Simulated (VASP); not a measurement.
# AlSi47C48 (a cell with a defect) in VASP: single point with PBEsol

Aim: the single point of AlSi47C48 (a cell with a defect) with PBEsol.

Program: VASP 6.6.1. These are calculated values, not measurements. Logs are shortened: lines on timing, memory, paths and dates and some standing lists are left out, and cuts for length are marked.

### 1 The cell of the first run

The cell holds a defect, 96 atoms: a = 9.234 Å, b = 10.663 Å, c = 10.076 Å, α = 90.00°, β = 90.00°, γ = 90.00°.

### 2 Single point, PBEsol

The input, INCAR:

```
  ALGO = Normal
  EDIFF = 1E-6
  ENCUT = 520
  GGA = PS
  GGA_COMPAT = False
  ISIF = 2
  ISMEAR = -1
  LASPH = True
  LCHARG = True
  LELF = True
  LREAL = Auto
  LVHAR = True
  LWAVE = False
  NBANDS = 246
  NELECT = 384.0
  NELM = 120
  PREC = Accurate
  SIGMA = 0.05
```

The input, KPOINTS:

```
k-points
0
Gamma
  1 1 1
```

The input, POSCAR:

```
AlSi47C48
1.0
    9.2342040000      0.0000000000      0.0000000000
    0.0000000000     10.6627400000      0.0000000000
    0.0000000000      0.0000000000     10.0759470000
Si Al C
47 1 48
Direct
    0.9991870000      0.9995630000      0.4997210000
    0.3333450000      0.0000280000      0.4994040000
    0.1655890000      0.2500890000      0.4988690000
    0.0008290000      0.4984520000      0.4989820000
    0.6675130000      0.9995970000      0.4997460000
    0.5010960000      0.2500870000      0.4988920000
    0.1677660000      0.7502500000      0.4988720000
    0.8333410000      0.2501930000      0.4994920000
    0.6658500000      0.4983910000      0.4989550000
    0.4989730000      0.7503400000      0.4988760000
    0.8333550000      0.7485950000      0.4993530000
    0.9997620000      0.1662910000      0.2504560000
    0.3331540000      0.1664800000      0.2500360000
    0.1655790000      0.4158040000      0.2508670000
    0.0001320000      0.6660960000      0.2499310000
    0.6665870000      0.1663200000      0.2504920000
    0.5007630000      0.4157870000      0.2508680000
    0.3331860000      0.6673910000      0.2507380000
    0.1663140000      0.9163450000      0.2503620000
    0.8331100000      0.4167350000      0.2508410000
    0.6662430000      0.6661250000      0.2499120000
    0.5000500000      0.9163960000      0.2503510000
    0.8331770000      0.9160250000      0.2499920000
    0.1664920000      0.0832070000      0.7494780000
    0.0001500000      0.3332630000      0.7496430000
    0.4998280000      0.0831850000      0.7494910000
    0.3331680000      0.3340830000      0.7507240000
    0.1675920000      0.5824750000      0.7508110000
    0.9999790000      0.8327240000      0.7494510000
    0.8331630000      0.0832160000      0.7498340000
    0.6661510000      0.3332610000      0.7496330000
    0.4987350000      0.5825050000      0.7508160000
    0.3331650000      0.8327070000      0.7495410000
    0.8331590000      0.5826020000      0.7492930000
    0.6663550000      0.8327310000      0.7494920000
    0.9997620000      0.9995770000      0.9997530000
    0.3331630000      0.9993740000      0.9998190000
    0.1665930000      0.2492590000      0.0001430000
    0.9995840000      0.4999410000      0.0000970000
    0.6665790000      0.9995960000      0.9997590000
    0.4997180000      0.2492400000      0.0001450000
    0.3331470000      0.4996550000      0.0003900000
    0.1660970000      0.7496910000      0.0000610000
    0.8331630000      0.2499960000      0.0000730000
    0.6666790000      0.4999430000      0.0000830000
    0.5002310000      0.7497070000      0.0000580000
    0.8331650000      0.7494650000      0.9996210000
    0.3333120000      0.4996460000      0.4992020000
    0.9996700000      0.9996480000      0.1871350000
    0.3332100000      0.9995520000      0.1873040000
    0.1662880000      0.2490240000      0.1868260000
    0.9993890000      0.4997170000      0.1867350000
    0.6667770000      0.9996760000      0.1871360000
    0.5001190000      0.2490080000      0.1868360000
    0.3332080000      0.4996730000      0.1880110000
    0.1661130000      0.7501730000      0.1867340000
    0.8332050000      0.2498350000      0.1875300000
    0.6670110000      0.4997460000      0.1867360000
    0.5003430000      0.7501910000      0.1867360000
    0.8332380000      0.7495490000      0.1870520000
    0.9995160000      0.9995800000      0.6873530000
    0.3331000000      0.9996080000      0.6871410000
    0.1664950000      0.2495970000      0.6872660000
    0.0000740000      0.4997770000      0.6872970000
    0.6666990000      0.9995720000      0.6873770000
    0.4996970000      0.2495710000      0.6872680000
    0.3331160000      0.4996990000      0.6960440000
    0.1664080000      0.7495990000      0.6871940000
    0.8330950000      0.2497860000      0.6873460000
    0.6661440000      0.4997750000      0.6873070000
    0.4998180000      0.7496280000      0.6872110000
    0.8330990000      0.7494720000      0.6869920000
    0.9988340000      0.1650160000      0.4382510000
    0.3332830000      0.1663680000      0.4379000000
    0.1589650000      0.4120060000      0.4348830000
    0.0003430000      0.6660980000      0.4378270000
    0.6677600000      0.1650770000      0.4383000000
    0.5077020000      0.4119450000      0.4348320000
    0.3333480000      0.6746840000      0.4348330000
    0.1654880000      0.9176500000      0.4382200000
    0.8332210000      0.4169660000      0.4385680000
    0.6662570000      0.6661290000      0.4378350000
    0.5011240000      0.9177460000      0.4381930000
    0.8332900000      0.9151880000      0.4379310000
    0.1664410000      0.0826120000      0.9376150000
    0.9999330000      0.3330060000      0.9379430000
    0.4999090000      0.0826050000      0.9376210000
    0.3331800000      0.3319800000      0.9392350000
    0.1656230000      0.5834590000      0.9392380000
    0.9995640000      0.8330950000      0.9375220000
    0.8331820000      0.0832240000      0.9379510000
    0.6663830000      0.3330000000      0.9379450000
    0.5006670000      0.5834860000      0.9392180000
    0.3331710000      0.8328250000      0.9378010000
    0.8331350000      0.5830220000      0.9373310000
    0.6667890000      0.8331230000      0.9375390000
```

Potentials or basis: VASP PAW PBE potentials, release 64 (Si, Al, C).

Run with:

```sh
cat potpaw_PBE.64/Si/POTCAR potpaw_PBE.64/Al/POTCAR potpaw_PBE.64/C/POTCAR > POTCAR
mpirun -np 1 vasp_gam > vasp.out
```

OUTCAR:

```text
EDIFF = 1E-6
   ENCUT = 520
   GGA = PS
   ISIF = 2
   ISMEAR = -1
   LASPH = True
   LREAL = Auto
   NELECT = 384.0
   NELM = 120
   PREC = Accurate

 ion  position               nearest neighbor table
   1  0.999  1.000  0.500-  73 1.87  80 1.87  84 1.88  61 1.89   5 3.06  12 3.08  23 3.08  19 3.08
                             8 3.08   7 3.08  29 3.08   3 3.08  30 3.08  11 3.08  24 3.08   2 3.09
   2  0.333  0.000  0.499-  74 1.88  83 1.88  80 1.89  62 1.89  10 3.07   7 3.07  22 3.08  13 3.08
                            19 3.08  26 3.08   6 3.08   3 3.08  24 3.08   1 3.09   5 3.09  33 3.09
   3  0.166  0.250  0.499-  75 1.84  73 1.89  74 1.89  63 1.90   4 3.05  14 3.06  12 3.07   8 3.07
                            13 3.08  48 3.08   1 3.08  25 3.08   2 3.08  24 3.09   6 3.10  27 3.10
   4  0.001  0.498  0.499-  75 1.84  81 1.88  76 1.89  64 1.90   3 3.05  14 3.06   8 3.07  20 3.07
                            48 3.07  25 3.08  15 3.08  11 3.08  34 3.09   9 3.09   7 3.10  28 3.10
   5  0.668  1.000  0.500-  77 1.87  83 1.87  84 1.88  65 1.89   1 3.06  23 3.08  16 3.08  30 3.08
                             8 3.08  10 3.08  22 3.08   6 3.08  35 3.08  11 3.08   2 3.09  26 3.09
   6  0.501  0.250  0.499-  78 1.84  77 1.89  74 1.89  66 1.90   9 3.05  17 3.06  16 3.07   8 3.07
                            48 3.08  13 3.08  31 3.08   5 3.08   2 3.08  26 3.09   3 3.10  27 3.11
   7  0.168  0.750  0.499-  79 1.84  80 1.89  76 1.89  68 1.90  10 3.06  18 3.06  19 3.07   2 3.07
                            48 3.08  33 3.08   1 3.08  15 3.08  11 3.09  29 3.09   4 3.10  28 3.11
   8  0.833  0.250  0.499-  81 1.88  73 1.88  77 1.88  69 1.89   9 3.07   4 3.07   6 3.07   3 3.07
                            20 3.07  12 3.08  16 3.08   5 3.08   1 3.08  25 3.08  31 3.09  30 3.09
   9  0.666  0.498  0.499-  78 1.84  81 1.87  82 1.89  70 1.90   6 3.05  17 3.06  20 3.06   8 3.07
[... 125 lines left out ...]
  95  0.833  0.583  0.937-  47 1.88  45 1.88  39 1.88  34 1.89
  96  0.667  0.833  0.938-  40 1.88  47 1.88  46 1.89  35 1.89

  LATTYP: Found a simple orthorhombic cell.
 ALAT       =     9.2342040000
 B/A-ratio  =     1.0911549063
 C/A-ratio  =     1.1547005026

  Lattice vectors:

 A1 = (  -9.2342040000,   0.0000000000,   0.0000000000)
 A2 = (   0.0000000000,   0.0000000000,  10.0759470000)
 A3 = (   0.0000000000,  10.6627400000,   0.0000000000)

Analysis of symmetry for initial positions (statically):
=====================================================================
 Subroutine PRICEL returns:
 Original cell was already a primitive cell.

 Routine SETGRP: Setting up the symmetry group for a
 simple orthorhombic supercell.

 Subroutine GETGRP returns: Found  1 space group operations
 (whereof  1 operations were pure point group operations)
 out of a pool of  8 trial point group operations.

The static configuration has the point symmetry C_1 .

Analysis of symmetry for dynamics (positions and initial velocities):
=====================================================================
 Subroutine PRICEL returns:
 Original cell was already a primitive cell.

 Routine SETGRP: Setting up the symmetry group for a
 simple orthorhombic supercell.

 Subroutine GETGRP returns: Found  1 space group operations
 (whereof  1 operations were pure point group operations)
 out of a pool of  8 trial point group operations.

The dynamic configuration has the point symmetry C_1 .

 Subroutine INISYM returns: Found  1 space group operations
 (whereof  1 operations are pure point group operations),
 and found     1 'primitive' translations

[... 223 lines left out ...]
   ions per type =              47   1  48
   NGX,Y,Z   is equivalent  to a cutoff of  12.60, 12.47, 13.20 a.u.
   NGXF,Y,Z  is equivalent  to a cutoff of  25.20, 24.95, 26.40 a.u.
 SYSTEM =  unknown system
   PREC   = accura    normal or accurate (medium, high low for compatibility)
   ISTART =      0    job   : 0-new  1-cont  2-samecut
   ICHARG =      2    charge: 1-file 2-atom 10-const
   ISPIN  =      1    spin polarized calculation?
   LNONCOLLINEAR =      F non collinear calculations
   LSORBIT =      F    spin-orbit coupling
   LASPH  =      T    aspherical Exc in radial PAW
   ENCUT  =  520.0 eV  38.22 Ry    6.18 a.u.  17.17 19.83 18.73*2*pi/ulx,y,z
   NELM   =    120;   NELMIN=  2; NELMDL= -5     # of ELM steps
   EDIFF  = 0.1E-05   stopping-criterion for ELM
   LREAL  =      T    real-space projection
   EDIFFG = 0.1E-04   stopping-criterion for IOM
   NSW    =      0    number of steps for IOM
   IBRION =     -1    ionic relax: 0-MD 1-quasi-New 2-CG
   NFREE  =      0    steps in history (QN), initial steepest desc. (CG)
   ISIF   =      2    stress and relaxation
   ISYM   =      2    0-nonsym 1-usesym 2-fastsym
   POTIM  = 0.5000    time-step for ionic-motion
   TEBEG  =    0.0;   TEEND  =   0.0 temperature during run
   PSTRESS=    0.0 pullay stress
   NELECT =     384.0000    total number of electrons
   NUPDOWN=      -1.0000    fix difference up-down
   EMIN   =  10.00;   EMAX   =-10.00  energy-range for DOS
   EFERMI =   0.00;   METHOD = LEGACY
   ISMEAR =    -1;   SIGMA  =   0.05  broadening in eV -4-tet -1-fermi 0-gaus
   EFERMI_NEDOS =   21; number of points for ismear=-14 and -15
   IALGO  =     38    algorithm
   IMIX   =      4    mixing-type and parameters
     AMIX     =   0.40;   BMIX     =  1.00
     AMIX_MAG =   1.60;   BMIX_MAG =  1.00
  volume/ion in A,a.u.               =      10.33        69.74
  Fermi-wavevector in a.u.,A,eV,Ry     =   1.193073  2.254582 19.366863  1.423424
  Thomas-Fermi vector in A             =   2.329097
   LORBIT       =      0    0 simple, 1 ext, 2 COOP (PROOUT), +10 PAW based schemes
   GGA     = PS    functional components
   LHFCALC =     F    Hartree Fock is set to
   AEXX    =    0.0000 exact exchange contribution
   IVDW    =     0    specifies the selected vdW correction
   LEPSILON=     F    determine dielectric tensor
   LRPA    =     F    only Hartree local field effects (RPA)
 non-spin polarized calculation
  energy-cutoff  :      520.00
  volume of cell :      992.10
 maximum number of plane-waves:     13365
 NGX is ok and might be reduce to    70
   NGX = 35   NGY = 39   NGZ = 37

 number of electron     384.0000019 magnetization

 Free energy of the ion-electron system (eV)
  ---------------------------------------------------
  ext. energy  EPLUGINS =         0.00000000
  ---------------------------------------------------
  free energy    TOTEN  =      -748.41344937 eV

  energy without entropy =     -748.41344936  energy(sigma->0) =     -748.41344936

 E-fermi :   9.2411     XC(G=0): -11.5061

 val. band max:        8.2307994383   @ k =   0.0000   0.0000   0.0000
 cond. band min:      10.2312809272   @ k =   0.0000   0.0000   0.0000
 fundamental gap:      2.0004814889
 Fermi energy:         9.2411023030

 k-point     1 :       0.0000    0.0000    0.0000
  band No.  band energies     occupation
      1      -7.3845      2.00000
      2      -6.3290      2.00000
      3      -6.3071      2.00000
      4      -6.2110      2.00000
      5      -6.1436      2.00000
      6      -5.9800      2.00000
[... 196 lines left out ...]
    203      11.7867      0.00000
    204      11.8369      0.00000
 [bands above 204 left out]

------------------------ aborting loop because EDIFF is reached ----------------------------------------

  FORCE on cell =-STRESS in cart. coord.  units (eV):
  Direction    XX          YY          ZZ          XY          YZ          ZX
  --------------------------------------------------------------------------------------
  -------------------------------------------------------------------------------------
  Total       29.9212257     11.2715302     14.8565251     -0.0811156     -0.0339185     -0.0265444
  in kB       48.3209878     18.2028463     23.9923984     -0.1309969     -0.0547764     -0.0428677
  external PRESSURE =      30.1720775 kB  Pullay stress =       0.0000000 kB

 VOLUME and BASIS-vectors are now :
 -----------------------------------------------------------------------------
  energy-cutoff  :      520.00
  volume of cell :      992.10
      direct lattice vectors                 reciprocal lattice vectors
     9.234204000  0.000000000  0.000000000     0.108293037  0.000000000  0.000000000
     0.000000000 10.662740000  0.000000000     0.000000000  0.093784524  0.000000000
     0.000000000  0.000000000 10.075947000     0.000000000  0.000000000  0.099246254

 POSITION                                       TOTAL-FORCE (eV/Angst)
 -----------------------------------------------------------------------------------
      9.22670     10.65808      5.03516        -0.031337     -0.060810      0.067200
      3.07818      0.00030      5.03197        -0.018103     -0.056952      0.070235
      1.52908      2.66663      5.02658        -0.019545     -0.047686      0.074184
      0.00766      5.31486      5.02772        -0.043428     -0.062727      0.069656
      6.16395     10.65844      5.03541         0.003133     -0.059052      0.066551
      4.62722      2.66661      5.02681        -0.009092     -0.048500      0.070915
[... 88 lines left out ...]
      7.69334      6.21661      9.44450        -0.001495     -0.088797      0.076611
      6.15727      8.88337      9.44659         0.009249     -0.088551      0.087301
 -----------------------------------------------------------------------------------
    total drift:                                0.019928     -0.032904      0.031628

  FREE ENERGIE OF THE ION-ELECTRON SYSTEM (eV)
  ---------------------------------------------------
  free  energy   TOTEN  =      -748.4134493690 eV

  energy  without entropy=     -748.4134493577  energy(sigma->0) =     -748.41344936
```

Run time: 13 min. Hardware: 1 thread of Oxide Virtual Turin-like, shared host; peak memory 0.83 GiB.

What came out:

```
Free energy   : -748.4134 eV
Largest force : 0.198 eV/Å
```

Forces on the atoms (eV/Å):
```
Si  -0.031 -0.061  0.067
Si  -0.018 -0.057  0.070
Si  -0.020 -0.048  0.074
Si  -0.043 -0.063  0.070
Si   0.003 -0.059  0.067
Si  -0.009 -0.049  0.071
Si  -0.005 -0.075  0.057
Si  -0.014 -0.075  0.070
Si   0.006 -0.040  0.080
Si  -0.026 -0.084  0.054
Si  -0.018 -0.050  0.062
Si   0.001  0.039 -0.112
Si   0.014  0.042 -0.109
Si   0.010  0.045 -0.100
Si   0.001  0.034 -0.111
Si   0.011  0.035 -0.113
Si   0.008  0.041 -0.101
Si   0.015  0.020 -0.095
Si   0.004  0.035 -0.115
Si   0.022  0.043 -0.124
Si   0.013  0.035 -0.104
Si   0.012  0.028 -0.116
Si   0.011  0.028 -0.108
Si  -0.014 -0.047 -0.108
Si  -0.010 -0.045 -0.112
Si  -0.006 -0.043 -0.109
Si  -0.008 -0.023 -0.123
Si   0.021 -0.058 -0.115
Si  -0.015 -0.049 -0.103
Si  -0.004 -0.038 -0.109
Si  -0.007 -0.046 -0.108
Si  -0.043 -0.060 -0.120
Si  -0.006 -0.048 -0.110
Si  -0.005 -0.041 -0.104
Si  -0.004 -0.050 -0.107
Si   0.001  0.053  0.046
Si   0.000  0.054  0.047
Si   0.007  0.070  0.046
Si  -0.004  0.061  0.047
Si   0.005  0.054  0.048
Si   0.001  0.072  0.049
Si   0.000  0.060  0.065
Si   0.010  0.055  0.042
Si  -0.002  0.057  0.052
Si   0.011  0.061  0.049
Si  -0.005  0.055  0.044
Si   0.000  0.053  0.051
Al   0.007 -0.076  0.044
C   -0.004 -0.040 -0.028
C   -0.006 -0.034 -0.023
C   -0.005 -0.042 -0.025
C   -0.010 -0.032 -0.028
C   -0.015 -0.037 -0.021
C   -0.015 -0.044 -0.031
C   -0.004 -0.041 -0.033
C   -0.017 -0.036 -0.012
C   -0.003 -0.040 -0.020
C   -0.014 -0.035 -0.029
C   -0.004 -0.033 -0.020
C   -0.006 -0.038 -0.020
C    0.021  0.039 -0.027
C    0.017  0.041 -0.035
C    0.016  0.039 -0.037
C    0.000  0.053 -0.036
C    0.004  0.045 -0.027
C    0.014  0.038 -0.038
C    0.018  0.060  0.020
C    0.004  0.046 -0.028
C    0.018  0.044 -0.029
C    0.021  0.056 -0.036
C    0.024  0.044 -0.033
C    0.018  0.041 -0.036
C   -0.007  0.103  0.073
C    0.003  0.111  0.067
C   -0.004  0.056  0.050
C    0.001  0.110  0.078
C    0.009  0.090  0.066
C   -0.012  0.065  0.055
C    0.004  0.183  0.075
C    0.043  0.093  0.080
C    0.023  0.112  0.096
C    0.014  0.094  0.077
C   -0.021  0.099  0.075
C    0.001  0.085  0.074
C    0.006 -0.102  0.082
C    0.003 -0.099  0.085
C   -0.004 -0.107  0.079
C   -0.006 -0.098  0.108
C    0.014 -0.095  0.089
C   -0.007 -0.092  0.085
C   -0.004 -0.084  0.087
C    0.001 -0.090  0.086
C   -0.010 -0.101  0.080
C   -0.005 -0.096  0.089
C   -0.001 -0.089  0.077
C    0.009 -0.089  0.087
```

Levels at points of the mesh, in eV from the Fermi level:
```csv
k point,band 189,band 190,band 191,band 192,band 193,band 194,band 195,band 196
"(0.00, 0.00, 0.00)",-1.42,-1.10,-1.05,-1.01,0.99,1.13,1.83,1.84
```

Caveat: the k points lie up to 0.68 Å⁻¹ apart; the cell carries a net charge on a neutralising background, which shifts energy and pressure; the cell is charged against a uniform background, so pressure and absolute levels hang on convention; the PAW data sets were made with another functional, which shifts forces and pressure a little.
